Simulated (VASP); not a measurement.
# AlN (I4/mmm) in VASP: a series of runs

The runs below take AlN through single point, with PBEsol.

The COD entry that gives the cell may itself be a prediction, so a difference from it is no test against experiment.

Everything below comes from runs of VASP 6.6.1. Logs are shortened: lines on timing, memory, paths and dates and some standing lists are left out, and cuts for length are marked.

## Step 1: The cell of the first run

It takes space group I4/mmm (No. 139, tetragonal). The conventional cell has a = 2.785 Å, b = 2.785 Å, c = 3.899 Å, α = 90.00°, β = 90.00°, γ = 90.00°. Al (site symmetry 4/mmm) has 6 N at 1.95 to 1.97 Å within 2.6 Å. Within 2.6 Å of N (site symmetry 4/mmm) lie 6 Al at 1.95 to 1.97 Å.

## Step 2: Single point, PBEsol

File INCAR:

```
  ALGO = Normal
  EDIFF = 1E-6
  ENCUT = 600
  GGA = PS
  GGA_COMPAT = False
  ISIF = 2
  ISMEAR = -1
  LASPH = True
  LCHARG = True
  LELF = True
  LREAL = False
  LVHAR = True
  LWAVE = False
  NBANDS = 11
  NELM = 120
  PREC = Accurate
  SIGMA = 0.02
```

File KPOINTS:

```
k-points
0
Gamma
  8 8 8
```

File POSCAR:

```
AlN
1.0
    0.0000000000      1.9690000000      1.9493100000
    1.9690000000      0.0000000000      1.9493100000
    1.9690000000      1.9690000000      0.0000000000
Al N
1 1
Direct
    0.0000000000      0.0000000000      0.0000000000
    0.5000000000      0.5000000000      0.5000000000
```

Potentials or basis: VASP PAW PBE potentials, release 64 (Al, N).

Launch:

```bash
$ cat potpaw_PBE.64/Al/POTCAR potpaw_PBE.64/N/POTCAR > POTCAR
$ mpirun -np 1 vasp_std > vasp.out
```

OUTCAR:

```text
EDIFF = 1E-6
   ENCUT = 600
   GGA = PS
   ISIF = 2
   ISMEAR = -1
   LASPH = True
   LREAL = False
   NELM = 120
   PREC = Accurate

 ion  position               nearest neighbor table
   1  0.000  0.000  0.000-   2 1.95   2 1.95   2 1.97   2 1.97   2 1.97   2 1.97
   2  0.500  0.500  0.500-   1 1.95   1 1.95   1 1.97   1 1.97   1 1.97   1 1.97

  LATTYP: Found a body centered tetragonal cell.
 ALAT       =     2.7845865043
 C/A-ratio  =     1.4000714267

  Lattice vectors:

 A1 = (   0.0000000000,  -1.9690000000,  -1.9493100000)
 A2 = (   0.0000000000,   1.9690000000,  -1.9493100000)
 A3 = (   1.9690000000,   0.0000000000,   1.9493100000)

Analysis of symmetry for initial positions (statically):
=====================================================================
 Subroutine PRICEL returns:
 Original cell was already a primitive cell.

 Routine SETGRP: Setting up the symmetry group for a
 body centered tetragonal supercell.

 Subroutine GETGRP returns: Found 16 space group operations
 (whereof 16 operations were pure point group operations)
 out of a pool of 16 trial point group operations.

The static configuration has the point symmetry D_4h.

Analysis of symmetry for dynamics (positions and initial velocities):
=====================================================================
 Subroutine PRICEL returns:
 Original cell was already a primitive cell.

 Routine SETGRP: Setting up the symmetry group for a
 body centered tetragonal supercell.

 Subroutine GETGRP returns: Found 16 space group operations
 (whereof 16 operations were pure point group operations)
 out of a pool of 16 trial point group operations.

The dynamic configuration has the point symmetry D_4h.

 Subroutine INISYM returns: Found 16 space group operations
 (whereof 16 operations are pure point group operations),
 and found     1 'primitive' translations

----------------------------------------------------------------------------------------

                                     Primitive cell

  volume of cell :      15.1148

  direct lattice vectors                    reciprocal lattice vectors
     0.000000000  1.969000000  1.949310000    -0.253936008  0.253936008  0.256501018
     1.969000000  0.000000000  1.949310000     0.253936008 -0.253936008  0.256501018
     1.969000000  1.969000000  0.000000000     0.253936008  0.253936008 -0.256501018

  length of vectors
     2.770698554  2.770698554  2.784586504     0.441315947  0.441315947  0.441315947

  position of ions in fractional coordinates (direct lattice)
     0.000000000  0.000000000  0.000000000
     0.500000000  0.500000000  0.500000000

  ion indices of the primitive-cell ions
   primitive index   ion index
                 1           1
                 2           2

----------------------------------------------------------------------------------------

 KPOINTS: k-points

Automatic generation of k-mesh.
 Grid dimensions read from file:
 generate k-points for:    8    8    8

 Generating k-lattice:

  Cartesian coordinates                     Fractional coordinates (reciprocal lattice)
    -0.031742001  0.031742001  0.032062627     0.125000000  0.000000000  0.000000000
     0.031742001 -0.031742001  0.032062627     0.000000000  0.125000000  0.000000000
     0.031742001  0.031742001 -0.032062627     0.000000000  0.000000000  0.125000000

  Length of vectors
     0.055164493  0.055164493  0.055164493

  Shift w.r.t. Gamma in fractional coordinates (k-lattice)
     0.000000000  0.000000000  0.000000000

 Subroutine IBZKPT returns following result:
 ===========================================

 Found     59 irreducible k-points:

 Following reciprocal coordinates:
            Coordinates               Weight
  0.000000  0.000000  0.000000      1.000000
  0.125000 -0.000000  0.000000      8.000000
  0.250000 -0.000000  0.000000      8.000000
  0.375000 -0.000000  0.000000      8.000000
  0.500000 -0.000000  0.000000      4.000000
  0.125000  0.125000  0.000000      2.000000
[... 16 lines left out ...]
  0.250000 -0.000000  0.125000     16.000000
  0.375000 -0.000000  0.125000     16.000000
 [... further k-points ...]
   k-points           NKPTS =     59   k-points in BZ     NKDIM =     59   number of bands    NBANDS=     11
   number of dos      NEDOS =    301   number of ions     NIONS =      2
   total plane-waves  NPLWV =  13824
   dimension x,y,z NGX =    24 NGY =   24 NGZ =   24
   dimension x,y,z NGXF=    48 NGYF=   48 NGZF=   48
   ions per type =               1   1
   NGX,Y,Z   is equivalent  to a cutoff of  14.40, 14.40, 14.33 a.u.
   NGXF,Y,Z  is equivalent  to a cutoff of  28.80, 28.80, 28.66 a.u.
 SYSTEM =  unknown system
   PREC   = accura    normal or accurate (medium, high low for compatibility)
   ISTART =      0    job   : 0-new  1-cont  2-samecut
   ICHARG =      2    charge: 1-file 2-atom 10-const
   ISPIN  =      1    spin polarized calculation?
   LNONCOLLINEAR =      F non collinear calculations
   LSORBIT =      F    spin-orbit coupling
   LASPH  =      T    aspherical Exc in radial PAW
   ENCUT  =  600.0 eV  44.10 Ry    6.64 a.u.   5.53  5.53  5.56*2*pi/ulx,y,z
   NELM   =    120;   NELMIN=  2; NELMDL= -5     # of ELM steps
   EDIFF  = 0.1E-05   stopping-criterion for ELM
   LREAL  =      F    real-space projection
   EDIFFG = 0.1E-04   stopping-criterion for IOM
   NSW    =      0    number of steps for IOM
   IBRION =     -1    ionic relax: 0-MD 1-quasi-New 2-CG
   NFREE  =      0    steps in history (QN), initial steepest desc. (CG)
   ISIF   =      2    stress and relaxation
   ISYM   =      2    0-nonsym 1-usesym 2-fastsym
   POTIM  = 0.5000    time-step for ionic-motion
   TEBEG  =    0.0;   TEEND  =   0.0 temperature during run
   PSTRESS=    0.0 pullay stress
   NELECT =       8.0000    total number of electrons
   NUPDOWN=      -1.0000    fix difference up-down
   EMIN   =  10.00;   EMAX   =-10.00  energy-range for DOS
   EFERMI =   0.00;   METHOD = LEGACY
   ISMEAR =    -1;   SIGMA  =   0.02  broadening in eV -4-tet -1-fermi 0-gaus
   EFERMI_NEDOS =   21; number of points for ismear=-14 and -15
   IALGO  =     38    algorithm
   IMIX   =      4    mixing-type and parameters
     AMIX     =   0.40;   BMIX     =  1.00
     AMIX_MAG =   1.60;   BMIX_MAG =  1.00
  volume/ion in A,a.u.               =       7.56        51.00
  Fermi-wavevector in a.u.,A,eV,Ry     =   1.324252  2.502474 23.859775  1.753644
  Thomas-Fermi vector in A             =   2.453801
   LORBIT       =      0    0 simple, 1 ext, 2 COOP (PROOUT), +10 PAW based schemes
   GGA     = PS    functional components
   LHFCALC =     F    Hartree Fock is set to
   AEXX    =    0.0000 exact exchange contribution
   IVDW    =     0    specifies the selected vdW correction
   LEPSILON=     F    determine dielectric tensor
   LRPA    =     F    only Hartree local field effects (RPA)
 non-spin polarized calculation
  energy-cutoff  :      600.00
  volume of cell :       15.11
 maximum number of plane-waves:       531
 NGX is ok and might be reduce to    24
   NGX = 11   NGY = 11   NGZ = 11

 number of electron       8.0000000 magnetization

 Free energy of the ion-electron system (eV)
  ---------------------------------------------------
  ext. energy  EPLUGINS =         0.00000000
  ---------------------------------------------------
  free energy    TOTEN  =       -15.32972649 eV

  energy without entropy =      -15.32972649  energy(sigma->0) =      -15.32972649

 E-fermi :  11.5205     XC(G=0): -12.8790

 val. band max:       11.1130837905   @ k =   0.0000   0.0000   0.0000
 cond. band min:      15.9855521282   @ k =   0.5000   0.5000   0.0000
 fundamental gap:      4.8724683377
 Fermi energy:        11.5205078927

 k-point     1 :       0.0000    0.0000    0.0000
  band No.  band energies     occupation
      1      -7.3042      2.00000
      2      11.0426      2.00000
      3      11.1131      2.00000
      4      11.1131      2.00000
      5      18.0993      0.00000
      6      23.3447      0.00000
      7      23.3447      0.00000
      8      23.4871      0.00000
      9      28.7218      0.00000
     10      29.2594      0.00000
     11      29.6176      0.00000

 k-point     2 :       0.1250   -0.0000    0.0000
  band No.  band energies     occupation
      1      -6.9549      2.00000
      2       9.5532      2.00000
      3      10.8551      2.00000
      4      10.8833      2.00000
      5      18.8407      0.00000
      6      22.2780      0.00000
      7      23.8411      0.00000
      8      23.9492      0.00000
      9      27.6168      0.00000
     10      27.8867      0.00000
     11      30.4202      0.00000

 k-point     3 :       0.2500   -0.0000    0.0000
  band No.  band energies     occupation
      1      -5.9549      2.00000
      2       6.5165      2.00000
      3      10.3897      2.00000
      4      10.3967      2.00000
      5      18.6741      0.00000
      6      22.9707      0.00000
      7      23.8267      0.00000
      8      24.0553      0.00000
      9      27.8868      0.00000
     10      27.9526      0.00000
     11      29.4875      0.00000
[... 267 lines left out ...]
 k-point    23 :       0.2500   -0.0000    0.1250
  band No.  band energies     occupation
      1      -6.0652      2.00000
      2       7.4928      2.00000
      3       9.9188      2.00000
      4       9.9964      2.00000
      5      19.5739      0.00000
      6      20.9747      0.00000
      7      23.2530      0.00000
      8      25.2058      0.00000
      9      26.2902      0.00000
     10      29.8804      0.00000
     11      31.8328      0.00000

 k-point    24 :       0.3750   -0.0000    0.1250
  band No.  band energies     occupation
      1      -4.7695      2.00000
      2       4.6509      2.00000
      3       9.2536      2.00000
      4       9.5548      2.00000
      5      18.9217      0.00000
      6      21.9324      0.00000
      7      23.1137      0.00000
      8      24.4893      0.00000
      9      28.4550      0.00000
     10      31.0585      0.00000
     11      31.7521      0.00000

 [... further k-points ...]

------------------------ aborting loop because EDIFF is reached ----------------------------------------

  FORCE on cell =-STRESS in cart. coord.  units (eV):
  Direction    XX          YY          ZZ          XY          YZ          ZX
  --------------------------------------------------------------------------------------
  -------------------------------------------------------------------------------------
  Total        2.5252983      2.5252983      2.9808699      0.0000000      0.0000000     -0.0000000
  in kB      267.6830820    267.6830820    315.9739402      0.0000000      0.0000000     -0.0000000
  external PRESSURE =     283.7800348 kB  Pullay stress =       0.0000000 kB

 VOLUME and BASIS-vectors are now :
 -----------------------------------------------------------------------------
  energy-cutoff  :      600.00
  volume of cell :       15.11
      direct lattice vectors                 reciprocal lattice vectors
     0.000000000  1.969000000  1.949310000    -0.253936008  0.253936008  0.256501018
     1.969000000  0.000000000  1.949310000     0.253936008 -0.253936008  0.256501018
     1.969000000  1.969000000  0.000000000     0.253936008  0.253936008 -0.256501018

 POSITION                                       TOTAL-FORCE (eV/Angst)
 -----------------------------------------------------------------------------------
      0.00000      0.00000      0.00000        -0.000000      0.000000      0.000000
      1.96900      1.96900      1.94931         0.000000     -0.000000      0.000000
 -----------------------------------------------------------------------------------
    total drift:                               -0.000000     -0.000000      0.000000

  FREE ENERGIE OF THE ION-ELECTRON SYSTEM (eV)
  ---------------------------------------------------
  free  energy   TOTEN  =       -15.3297264907 eV

  energy  without entropy=      -15.3297264907  energy(sigma->0) =      -15.32972649
```

Wall time 6.9 s (1 thread of Intel Xeon 6975P-C, shared host); peak memory 0.14 GiB.

What came out:

* Free energy: -15.3297 eV
* Pressure: 28.4 GPa
* Band gap on the k mesh: 4.87 eV, indirect (least direct gap 6.99 eV)

Stress tensor (GPa, compression positive):
```
26.77  0.00  0.00
 0.00 26.77  0.00
 0.00  0.00 31.60
```

Levels at points of the mesh, in eV from the valence-band top:
```csv
k point,band 1,band 2,band 3,band 4,band 5,band 6,band 7,band 8
"(0.00, 0.00, 0.00)",-18.42,-0.07,0.00,0.00,6.99,12.23,12.23,12.37
"(0.50, 0.00, 0.00)",-14.75,-8.99,-1.32,-1.27,6.59,11.49,11.75,14.56
"(0.50, 0.50, 0.00)",-13.56,-8.06,-3.14,-3.14,4.87,5.35,15.15,18.51
"(0.50, 0.00, 0.50)",-13.65,-8.11,-3.12,-2.99,4.98,5.45,15.02,18.44
```

Caveat: the PAW data sets were made with another functional, which shifts forces and pressure a little.

## Step 3: Single point, PBEsol

This run uses another cell than the first one, of 7.71 Å³/atom, 1.020 times its volume.

File INCAR:

```
SYSTEM = AlN
PREC = Accurate
ENCUT = 600
EDIFF = 1E-6
ISMEAR = -1
SIGMA = 0.02
LREAL = .False.
LASPH = .True.
NELM = 120
ALGO = Normal
ISIF = 2
LWAVE = .False.
LCHARG = .False.
GGA = PS
NBANDS = 11
GGA_COMPAT = .False.
```

File KPOINTS:

```
regular mesh
0
Gamma
  8 8 8
  0 0 0
```

File POSCAR:

```
AlN
1.0
    0.0000000000      1.9690000000      1.9886900000
    1.9690000000      0.0000000000      1.9886900000
    1.9690000000      1.9690000000      0.0000000000
Al N
1 1
Direct
    0.0000000000      0.0000000000      0.0000000000
    0.5000000000      0.5000000000      0.5000000000
```

Potentials or basis: VASP PAW PBE potentials, release 64 (Al, N).

Launch:

```bash
$ cat potpaw_PBE.64/Al/POTCAR potpaw_PBE.64/N/POTCAR > POTCAR
$ mpirun -np 1 vasp_std > vasp.out
```

Run time: 5.1 s. Hardware: 1 thread of Intel Xeon 6975P-C, shared host; peak memory 0.14 GiB.

The run converged. Its results:

```yaml
Free_energy: -15.3775 eV
Pressure: 21.2 GPa
Band_gap_on_the_k_mesh: 4.93 eV, indirect (least direct gap 6.65 eV)
```

Stress tensor (GPa, compression positive):
```
22.61  0.00  0.00
 0.00 22.61  0.00
 0.00  0.00 18.40
```

Levels at points of the mesh, in eV from the valence-band top:
```tsv
k point	band 1	band 2	band 3	band 4	band 5	band 6	band 7	band 8
(0.00, 0.00, 0.00)	-18.25	-0.07	-0.07	0.00	6.65	12.10	12.24	12.24
(0.50, 0.00, 0.00)	-14.66	-8.87	-1.30	-1.25	6.44	11.31	11.55	14.24
(0.50, 0.50, 0.00)	-13.62	-8.01	-3.00	-3.00	5.03	5.26	14.70	18.30
(0.50, 0.00, 0.50)	-13.53	-7.96	-3.14	-3.01	4.93	5.16	14.82	18.02
```

Caveat: the PAW data sets were made with another functional, which shifts forces and pressure a little. A k mesh can miss the band edges.
